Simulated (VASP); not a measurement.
Li:

```
Li
1.0
    -1.75465    1.75465    1.75465
     1.75465   -1.75465    1.75465
     1.75465    1.75465   -1.75465
Li
1
Direct
  0.00000 0.00000 0.00000
```

```yaml
Program: VASP 6.6.1
Task: relaxation of cell and atoms
Functional: BLYP
Potentials_or_basis: VASP PAW PBE potentials, release 64 (Li_sv)
Cutoff: 600 eV
k_mesh: 11 × 11 × 11
Occupations: fermi-dirac, width 0.05 eV
Spin: no spin polarisation
```

At the start: pressure -1.0 GPa; volume 21.61 Å³/atom.

Q: How do energy, volume and symmetry change on relaxing?

A: Over 3 steps the energy falls by 5.7 meV/atom and the volume is 19.96 Å³/atom (-7.6 %); space group Im-3m (No. 229, to 0.05 Å).

Step by step:
| step | energy change (eV) | largest force (eV/Å) | pressure (GPa) | volume (Å³) |
| --- | --- | --- | --- | --- |
| 1 | 0.0000 | 0.0000 | -1.00 | 21.61 |
| 2 | -0.0023 | 0.0000 | -0.80 | 21.19 |
| 3 | -0.0057 | 0.0000 | -0.08 | 19.96 |

Final structure:
```
Li
1.0
    -1.70893    1.70893    1.70893
     1.70893   -1.70893    1.70893
     1.70893    1.70893   -1.70893
Li
1
Direct
  0.00000 0.00000 0.00000
```

The cell as given is a measured one (21.61 Å³/atom); BLYP puts the equilibrium volume -7.6 % from it, thermal expansion not counted.

Caveat: the cutoff is under 1.25 times the usual one of these potentials, so pressure, stress and relaxed cells hold a basis-set (Pulay) error; the PAW data sets were made with another functional, which shifts forces and pressure a little.
